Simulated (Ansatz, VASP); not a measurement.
Mn: VASP beside Ansatz

```
CELL_PARAMETERS angstrom
1.28016 0.73910 1.95603
-1.28016 0.73910 1.95603
0.00000 -1.47820 1.95603
ATOMIC_POSITIONS crystal
Mn 0.50000 0.50000 0.50000
```

Alike in both runs: functional r2SCAN; k mesh 9 × 9 × 9; occupations gaussian, width 0.1 eV; collinear spin.

Ansatz relaxed the structure, and its values are those at the end. VASP's run is a single point on that final structure, the one shown.

```csv
,VASP,Ansatz
version,VASP 6.6.1,Ansatz 0.2.0
potentials or method,"VASP PAW PBE potentials, release 64 (Mn_pv), cutoff 520 eV","scalar-relativistic, plane waves, PAW"
valence electrons in the cell,13,15
```

```csv
,VASP,Ansatz,Ansatz less VASP
gap on the k mesh at the Fermi level (eV),none,none,-
pressure (GPa),-14.6,0.0,+14.63
net moment per atom (μB),0.00,1.33,+1.334
size of the moment on the site where the two differ most (μB),0.00,1.33,+1.331
```

The net moments are unlike, so the other rows may belong to different states. VASP's potentials were made for PBE, not for r2SCAN. Site moments also hang on the region over which each program counts them. A gap of «none» marks a metal or a gap that the smearing closes. VASP's potentials hold 13 valence electrons a cell and Ansatz's 15, so a difference there can come from the potentials and not from the codes.
